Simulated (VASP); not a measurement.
# B (Pnnm) in VASP: single point with LDA

Aim: the single point of B with LDA.

All numbers are computed with VASP 6.6.1; they aren't measurements. Logs are shortened: lines on timing, memory, paths and dates and some standing lists are left out, and cuts for length are marked.

### Step 1. The cell of the first run

Symmetry: Pnnm, No. 58, orthorhombic system. The conventional cell has a = 4.150 Å, b = 4.181 Å, c = 3.406 Å, α = 90.00°, β = 90.00°, γ = 90.00°. B (site symmetry 2) has 6 B at 1.70 to 1.82 Å within 2.3 Å. Within 2.2 Å of B (site symmetry m) lie 5 B at 1.67 to 1.82 Å.

### Step 2. Single point, LDA

INCAR reads:

```
ALGO = Normal ; EDIFF = 1E-6
ENCUT = 500 ; GGA = CA
GGA_COMPAT = F ; ISIF = 2
ISMEAR = 0 ; LASPH = T
LCHARG = T ; LELF = T
LREAL = F ; LVHAR = T
LWAVE = F ; NBANDS = 22
NELM = 120 ; PREC = Accurate
SIGMA = 0.1
```

KPOINTS reads:

```
k-points
0
Gamma
  10 10 12
```

POSCAR reads:

```
B
1.0
    4.1504435502      0.0000000000      0.0000000000
    0.0000000000      4.1808509005      0.0000000000
    0.0000000000      0.0000000000      3.4056231726
B
8
Direct
    0.0000000000      0.0000000000      0.7497103946
    0.5000000000      0.5000000000      0.7502896054
    0.0000000000      0.0000000000      0.2502896054
    0.5000000000      0.5000000000      0.2497103946
    0.6409541026      0.8573162352      0.0000000000
    0.3590458974      0.1426837648      0.0000000000
    0.1409541026      0.6426837648      0.5000000000
    0.8590458974      0.3573162352      0.5000000000
```

Potentials or basis: VASP PAW LDA potentials, release 64 (B).

Run with:

```bash
$ cat potpaw_LDA.64/B/POTCAR > POTCAR
$ mpirun -np 1 vasp_std > vasp.out
```

OUTCAR:

```text
EDIFF = 1E-6
   ENCUT = 500
   GGA = CA
   ISIF = 2
   ISMEAR = 0
   LASPH = T
   LREAL = F
   NELM = 120
   PREC = Accurate

 ion  position               nearest neighbor table
   1  0.000  0.000  0.750-   3 1.70   3 1.70   7 1.82   8 1.82   5 1.82   6 1.82
   2  0.500  0.500  0.750-   4 1.70   4 1.70   6 1.82   5 1.82   8 1.82   7 1.82
   3  0.000  0.000  0.250-   1 1.70   1 1.70   8 1.82   7 1.82   6 1.82   5 1.82
   4  0.500  0.500  0.250-   2 1.70   2 1.70   5 1.82   6 1.82   7 1.82   8 1.82
   5  0.641  0.857  0.000-   6 1.67   4 1.82   2 1.82   1 1.82   3 1.82
   6  0.359  0.143  0.000-   5 1.67   4 1.82   2 1.82   1 1.82   3 1.82
   7  0.141  0.643  0.500-   8 1.67   3 1.82   1 1.82   4 1.82   2 1.82
   8  0.859  0.357  0.500-   7 1.67   3 1.82   1 1.82   4 1.82   2 1.82

  LATTYP: Found a simple orthorhombic cell.
 ALAT       =     3.4056231726
 B/A-ratio  =     1.2187031095
 C/A-ratio  =     1.2276316811

  Lattice vectors:

 A1 = (   0.0000000000,   0.0000000000,   3.4056231726)
 A2 = (   4.1504435502,   0.0000000000,   0.0000000000)
 A3 = (   0.0000000000,   4.1808509005,   0.0000000000)

Analysis of symmetry for initial positions (statically):
=====================================================================
 Subroutine PRICEL returns:
 Original cell was already a primitive cell.

 Routine SETGRP: Setting up the symmetry group for a
 simple orthorhombic supercell.

 Subroutine GETGRP returns: Found  8 space group operations
 (whereof  4 operations were pure point group operations)
 out of a pool of  8 trial point group operations.

The static configuration has the point symmetry C_2h.
 The point group associated with its full space group is D_2h.

Analysis of symmetry for dynamics (positions and initial velocities):
=====================================================================
 Subroutine PRICEL returns:
 Original cell was already a primitive cell.

 Routine SETGRP: Setting up the symmetry group for a
 simple orthorhombic supercell.

 Subroutine GETGRP returns: Found  8 space group operations
 (whereof  4 operations were pure point group operations)
 out of a pool of  8 trial point group operations.

The dynamic configuration has the point symmetry C_2h.
 The point group associated with its full space group is D_2h.

 Subroutine INISYM returns: Found  8 space group operations
 (whereof  4 operations are pure point group operations),
 and found     1 'primitive' translations

----------------------------------------------------------------------------------------

                                     Primitive cell

  volume of cell :      59.0957

  direct lattice vectors                    reciprocal lattice vectors
     4.150443550  0.000000000  0.000000000     0.240938104  0.000000000  0.000000000
     0.000000000  4.180850901  0.000000000     0.000000000  0.239185760  0.000000000
     0.000000000  0.000000000  3.405623173     0.000000000  0.000000000  0.293632017

  length of vectors
     4.150443550  4.180850901  3.405623173     0.240938104  0.239185760  0.293632017

  position of ions in fractional coordinates (direct lattice)
     0.000000000  0.000000000  0.749710395
     0.500000000  0.500000000  0.750289605
     0.000000000  0.000000000  0.250289605
     0.500000000  0.500000000  0.249710395
     0.640954103  0.857316235  0.000000000
     0.359045897  0.142683765  0.000000000
     0.140954103  0.642683765  0.500000000
     0.859045897  0.357316235  0.500000000

  ion indices of the primitive-cell ions
   primitive index   ion index
                 1           1
                 2           2
                 3           3
                 4           4
                 5           5
                 6           6
                 7           7
                 8           8

----------------------------------------------------------------------------------------

 KPOINTS: k-points

Automatic generation of k-mesh.
 Grid dimensions read from file:
 generate k-points for:   10   10   12

 Generating k-lattice:

  Cartesian coordinates                     Fractional coordinates (reciprocal lattice)
     0.024093810  0.000000000  0.000000000     0.100000000  0.000000000  0.000000000
     0.000000000  0.023918576  0.000000000     0.000000000  0.100000000  0.000000000
     0.000000000  0.000000000  0.024469335     0.000000000  0.000000000  0.083333333

  Length of vectors
     0.024093810  0.023918576  0.024469335

  Shift w.r.t. Gamma in fractional coordinates (k-lattice)
     0.000000000  0.000000000  0.000000000

 Subroutine IBZKPT returns following result:
 ===========================================

 Found    252 irreducible k-points:

 Following reciprocal coordinates:
            Coordinates               Weight
  0.000000  0.000000  0.000000      1.000000
  0.100000  0.000000  0.000000      2.000000
  0.200000  0.000000  0.000000      2.000000
  0.300000  0.000000  0.000000      2.000000
  0.400000  0.000000  0.000000      2.000000
  0.500000  0.000000  0.000000      1.000000
[... 16 lines left out ...]
  0.400000  0.300000  0.000000      4.000000
  0.500000  0.300000  0.000000      2.000000
 [... further k-points ...]
   k-points           NKPTS =    252   k-points in BZ     NKDIM =    252   number of bands    NBANDS=     22
   number of dos      NEDOS =    301   number of ions     NIONS =      8
   total plane-waves  NPLWV =  25200
   dimension x,y,z NGX =    30 NGY =   30 NGZ =   28
   dimension x,y,z NGXF=    60 NGYF=   60 NGZF=   56
   ions per type =               8
   NGX,Y,Z   is equivalent  to a cutoff of  12.02, 11.93, 13.67 a.u.
   NGXF,Y,Z  is equivalent  to a cutoff of  24.03, 23.86, 27.34 a.u.
 SYSTEM =  unknown system
   PREC   = accura    normal or accurate (medium, high low for compatibility)
   ISTART =      0    job   : 0-new  1-cont  2-samecut
   ICHARG =      2    charge: 1-file 2-atom 10-const
   ISPIN  =      1    spin polarized calculation?
   LNONCOLLINEAR =      F non collinear calculations
   LSORBIT =      F    spin-orbit coupling
   LASPH  =      T    aspherical Exc in radial PAW
   ENCUT  =  500.0 eV  36.75 Ry    6.06 a.u.   7.57  7.62  6.21*2*pi/ulx,y,z
   NELM   =    120;   NELMIN=  2; NELMDL= -5     # of ELM steps
   EDIFF  = 0.1E-05   stopping-criterion for ELM
   LREAL  =      F    real-space projection
   EDIFFG = 0.1E-04   stopping-criterion for IOM
   NSW    =      0    number of steps for IOM
   IBRION =     -1    ionic relax: 0-MD 1-quasi-New 2-CG
   NFREE  =      0    steps in history (QN), initial steepest desc. (CG)
   ISIF   =      2    stress and relaxation
   ISYM   =      2    0-nonsym 1-usesym 2-fastsym
   POTIM  = 0.5000    time-step for ionic-motion
   TEBEG  =    0.0;   TEEND  =   0.0 temperature during run
   PSTRESS=    0.0 pullay stress
   NELECT =      24.0000    total number of electrons
   NUPDOWN=      -1.0000    fix difference up-down
   EMIN   =  10.00;   EMAX   =-10.00  energy-range for DOS
   EFERMI =   0.00;   METHOD = LEGACY
   ISMEAR =     0;   SIGMA  =   0.10  broadening in eV -4-tet -1-fermi 0-gaus
   EFERMI_NEDOS =   21; number of points for ismear=-14 and -15
   IALGO  =     38    algorithm
   IMIX   =      4    mixing-type and parameters
     AMIX     =   0.40;   BMIX     =  1.00
     AMIX_MAG =   1.60;   BMIX_MAG =  1.00
  volume/ion in A,a.u.               =       7.39        49.85
  Fermi-wavevector in a.u.,A,eV,Ry     =   1.212346  2.291002 19.997615  1.469783
  Thomas-Fermi vector in A             =   2.347833
   LORBIT       =      0    0 simple, 1 ext, 2 COOP (PROOUT), +10 PAW based schemes
   GGA     = CA    functional components
   LHFCALC =     F    Hartree Fock is set to
   AEXX    =    0.0000 exact exchange contribution
   IVDW    =     0    specifies the selected vdW correction
   LEPSILON=     F    determine dielectric tensor
   LRPA    =     F    only Hartree local field effects (RPA)
 non-spin polarized calculation
 Gauss-broadening in eV      SIGMA  =   0.10
  energy-cutoff  :      500.00
  volume of cell :       59.10
 maximum number of plane-waves:      1522
   NGX = 15   NGY = 15   NGZ = 13

 number of electron      24.0000000 magnetization

 Free energy of the ion-electron system (eV)
  ---------------------------------------------------
  ext. energy  EPLUGINS =         0.00000000
  ---------------------------------------------------
  free energy    TOTEN  =       -56.09223615 eV

  energy without entropy =      -56.08497069  energy(sigma->0) =      -56.08860342

 E-fermi :   5.6086     XC(G=0): -11.7293

 val. band max:        5.6022799760   @ k =   0.3000   0.3000   0.2500
 cond. band min:       5.6381126024   @ k =   0.4000   0.2000   0.3333
 fundamental gap:      0.0358326264
 Fermi energy:         5.6085664893

 k-point     1 :       0.0000    0.0000    0.0000
  band No.  band energies     occupation
      1      -9.0929      2.00000
      2      -4.2009      2.00000
      3      -2.4571      2.00000
      4      -2.3811      2.00000
      5      -1.7430      2.00000
      6       0.4949      2.00000
[... 14 lines left out ...]
     21      14.3285      0.00000
     22      17.0169      0.00000

 k-point     2 :       0.1000    0.0000    0.0000
  band No.  band energies     occupation
      1      -9.0277      2.00000
      2      -4.5292      2.00000
      3      -2.4085      2.00000
      4      -2.3941      2.00000
      5      -1.4553      2.00000
      6       0.4468      2.00000
[... 14 lines left out ...]
     21      14.4506      0.00000
     22      16.1292      0.00000
[... 523 lines left out ...]
     21      14.3798      0.00000
     22      15.4253      0.00000

 k-point    24 :       0.5000    0.3000    0.0000
  band No.  band energies     occupation
      1      -7.0200      2.00000
      2      -7.0200      2.00000
      3      -3.8683      2.00000
      4      -3.8683      2.00000
      5      -0.3533      2.00000
      6      -0.3533      2.00000
[... 14 lines left out ...]
     21      14.7244      0.00000
     22      14.7244      0.00000

 [... further k-points ...]

------------------------ aborting loop because EDIFF is reached ----------------------------------------

  FORCE on cell =-STRESS in cart. coord.  units (eV):
  Direction    XX          YY          ZZ          XY          YZ          ZX
  --------------------------------------------------------------------------------------
  -------------------------------------------------------------------------------------
  Total       -2.7101146     -2.7372406     -3.0003603     -0.0000000      0.0000000      0.0000000
  in kB      -73.4754830    -74.2109116    -81.3445036     -0.0000000      0.0000000      0.0000000
  external PRESSURE =     -76.3436327 kB  Pullay stress =       0.0000000 kB

 VOLUME and BASIS-vectors are now :
 -----------------------------------------------------------------------------
  energy-cutoff  :      500.00
  volume of cell :       59.10
      direct lattice vectors                 reciprocal lattice vectors
     4.150443550  0.000000000  0.000000000     0.240938104  0.000000000  0.000000000
     0.000000000  4.180850901  0.000000000     0.000000000  0.239185760  0.000000000
     0.000000000  0.000000000  3.405623173     0.000000000  0.000000000  0.293632017

 POSITION                                       TOTAL-FORCE (eV/Angst)
 -----------------------------------------------------------------------------------
      0.00000      0.00000      2.55323         0.000000      0.000000      0.000079
      2.07522      2.09043      2.55520        -0.000000     -0.000000     -0.000079
      0.00000      0.00000      0.85239         0.000000      0.000000     -0.000079
      2.07522      2.09043      0.85042         0.000000      0.000000      0.000079
      2.66024      3.58431      0.00000         0.016966     -0.014315      0.000000
      1.49020      0.59654      0.00000        -0.016966      0.014315      0.000000
      0.58502      2.68696      1.70281         0.016966      0.014315      0.000000
      3.56542      1.49389      1.70281        -0.016966     -0.014315      0.000000
 -----------------------------------------------------------------------------------
    total drift:                                0.000000      0.000000     -0.000000

  FREE ENERGIE OF THE ION-ELECTRON SYSTEM (eV)
  ---------------------------------------------------
  free  energy   TOTEN  =       -56.0922361472 eV

  energy  without entropy=      -56.0849706866  energy(sigma->0) =      -56.08860342
```

Run time: 3.3 min. Hardware: 1 thread of Intel Xeon Platinum 8259CL at 2.50GHz (Skylake/Cascade Lake), shared host; peak memory 0.29 GiB.

What came out:

```yaml
Free_energy: -56.0922 eV
Pressure: -7.6 GPa
Largest_force: 0.022 eV/Å
Band_gap_on_the_k_mesh: zero (bands 12 and 13 overlap by 2.15 eV)
```

Forces on the atoms (eV/Å):
```
B    0.000  0.000  0.000
B    0.000  0.000  0.000
B    0.000  0.000  0.000
B    0.000  0.000  0.000
B    0.017 -0.014  0.000
B   -0.017  0.014  0.000
B    0.017  0.014  0.000
B   -0.017 -0.014  0.000
```

Caveat: the cell stands under tension.

The gap in the log of VASP goes by the Fermi energy; the results here count the filled bands.